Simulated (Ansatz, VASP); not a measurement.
## One calculation of In, two programs

File INCAR:

```
  ALGO = Normal
  EDIFF = 1E-6
  ENCUT = 520
  GGA = PS
  ISIF = 2
  ISMEAR = -1
  LASPH = True
  LCHARG = False
  LREAL = False
  LWAVE = False
  NBANDS = 34
  NELM = 80
  PREC = Accurate
  SIGMA = 0.05
```

KPOINTS

```
k-points
0
Gamma
  9 9 3
```

File POSCAR:

```
In
1.0
    3.3412670494      0.0000000000      0.0000000000
   -1.6706335247      2.8936221456      0.0000000000
    0.0000000000      0.0000000000     10.7272249119
In
4
Direct
    0.6666666667      0.3333333333      0.7500000000
    0.0000000000      0.0000000000      0.5000000000
    0.3333333333      0.6666666667      0.2500000000
    0.0000000000      0.0000000000      0.0000000000
```

File input.yaml:

```yaml
crystal:
  lattice:
    - [3.3412670494, 0.0, 0.0]
    - [-1.6706335247, 2.8936221456, 0.0]
    - [0.0, 0.0, 10.7272249119]
  atoms:
    - { symbol: In, position: [0.6666666667, 0.3333333333, 0.75] }
    - { symbol: In, position: [0.0, 0.0, 0.5] }
    - { symbol: In, position: [0.3333333333, 0.6666666667, 0.25] }
    - { symbol: In, position: [0.0, 0.0, 0.0] }
kpoints:
  mp_grid: { grid: [9, 9, 3] }
scf:
  occupations: { method: fermi_dirac, width: 0.05 }
hamiltonian:
  xc: pbesol
  pseudopotentials: { kind: all_electron, lapw: { basis_error: 0.001 } }
output:
  forces: true
  stress: true
  eigenvalues: true
```

Change from the starting cell: volume scaled by 0.98.

Alike in both runs: task single point; functional PBEsol; k mesh 9 × 9 × 3; occupations fermi-dirac, width 0.05 eV; no spin polarisation.

```csv
,VASP,Ansatz
version,VASP 6.6.1,Ansatz 0.2.0
potentials or method,"VASP PAW PBE potentials, release 64 (In_d), cutoff 520 eV","all-electron LAPW, scalar-relativistic"
```

VASP gave:

* gap on the k mesh at the Fermi level (eV): none
* pressure (GPa): -0.6
* traceless stress, the component that is largest in VASP (GPa): 0.46

Question: Which values does Ansatz return?

Answer: gap on the k mesh at the Fermi level (eV): none; pressure (GPa): -0.5; traceless stress, the component that is largest in VASP (GPa): 0.46.

VASP's potentials were made for PBE, not for PBEsol. A gap of «none» marks a metal or a gap that the smearing closes. Ansatz ran all-electron here, and VASP with PAW potentials.
